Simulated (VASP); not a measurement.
Crystal: In3GaSbN.

```
In Ga Sb N
1.0
     4.47648    0.00000    0.00000
    -2.23824    3.87675    0.00000
     0.00000    0.00000    8.42845
In Ga Sb N
3 1 1 1
Direct
  0.66667 0.33333 0.25815
  0.66667 0.33333 0.74185
  0.66667 0.33333 0.00000
  0.66667 0.33333 0.50000
  0.00000 0.00000 0.00000
  0.33333 0.66667 0.00000
```

The cell was built from a structure type or drawn by symmetry, and may not be a known phase.

| Item | Value |
| --- | --- |
| Program | VASP 6.6.1 |
| Task | relaxation of cell and atoms |
| Functional | PBE |
| Potentials or basis | VASP PAW PBE potentials, release 64 (In_d, Ga_d, Sb, N) |
| Cutoff | 600 eV |
| k mesh | 6 × 6 × 2 |
| Occupations | gaussian, width 0.1 eV |
| Spin | no spin polarisation |

At the start: pressure 39.5 GPa; volume 24.38 Å³/atom.

**Question.** How do energy, volume and symmetry change on relaxing?

**Answer.** Over 10 steps the energy falls by 1545.9 meV/atom and the volume is 36.49 Å³/atom (+49.7 %); space group P-6m2 (No. 187, to 0.1 Å) before and after.

Step by step:
| step | energy change (eV) | largest force (eV/Å) | pressure (GPa) | volume (Å³) |
| --- | --- | --- | --- | --- |
| 1 | 0.0000 | 0.3681 | 39.54 | 146.27 |
| 2 | -7.3567 | 0.0437 | -3.94 | 292.42 |
| 3 | -9.2364 | 0.2490 | 1.09 | 210.32 |
| 4 | -9.2409 | 0.2287 | 0.26 | 216.47 |
| 5 | -9.2452 | 0.2379 | 0.61 | 213.76 |
| 6 | -9.2436 | 0.2427 | 0.80 | 212.32 |
| 7 | -9.2673 | 0.2039 | 0.21 | 216.43 |
| 8 | -9.2696 | 0.1849 | -0.03 | 218.29 |
| 9 | -9.2730 | 0.1254 | -0.05 | 218.52 |
| 10 | -9.2755 | 0.0240 | -0.09 | 218.94 |

Final structure:
```cif
data_structure
_symmetry_space_group_name_H-M 'P 1'
_symmetry_Int_Tables_number 1
_cell_length_a 4.7238
_cell_length_b 4.7238
_cell_length_c 11.3296
_cell_angle_alpha 90.000
_cell_angle_beta 90.000
_cell_angle_gamma 120.000
_cell_volume 218.94
loop_
_atom_site_label
_atom_site_type_symbol
_atom_site_fract_x
_atom_site_fract_y
_atom_site_fract_z
_atom_site_occupancy
In1 In 0.66667 0.33333 0.25584 1
In2 In 0.66667 0.33333 0.74416 1
In3 In 0.66667 0.33333 0.00000 1
Ga1 Ga 0.66667 0.33333 0.50000 1
Sb1 Sb 0.00000 0.00000 0.00000 1
N1 N 0.33333 0.66667 0.00000 1
```

Caveat: the k points lie up to 0.28 Å⁻¹ apart in the final cell, too coarse for converged energies and pressures of a metal; the volume moved by over 15 % at a fixed basis, so the end points are rough.
